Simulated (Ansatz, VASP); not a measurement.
**Two plane-wave programs on ScGa3P2**

```xyz
6
Lattice="6.0153 0.0000 0.0000 -3.0076 5.2094 0.0000 0.0000 0.0000 3.4816" Properties=species:S:1:pos:R:3 pbc="T T T"
Sc    0.0000    0.0000    0.0000
Ga    3.0076    0.0000    1.7408
Ga   -1.5038    2.6047    1.7408
Ga    1.5038    2.6047    1.7408
P     3.0076    1.7365    0.0000
P     0.0000    3.4729    0.0000
```

Change from the starting cell: species swapped into the NdB2Rh3 type (P6/mmm, No. 191).

Alike in both runs: task relaxation of cell and atoms; functional PBE; k mesh 3 × 3 × 6; occupations gaussian, width 0.1 eV; no spin polarisation.

```csv
,VASP,Ansatz
version,VASP 6.6.1,Ansatz 0.2.0
potentials or method,"VASP PAW PBE potentials, release 64 (Sc_sv, Ga_d, P), cutoff 600 eV","scalar-relativistic, plane waves, PAW"
valence electrons in the cell,60,60
```

```csv
,VASP,Ansatz,Ansatz less VASP
"gap on the k mesh at the Fermi level, each at its own relaxed structure (eV)",none,none,-
relaxed volume (Å³/atom),17.98,18.02,+0.041
relaxed length of the cell vector where the two differ most in proportion (Å),4.701,4.717,+0.0169
```

A gap of «none» marks a metal or a gap that the smearing closes.

The k mesh is coarse, so the values compare programs but aren't converged.
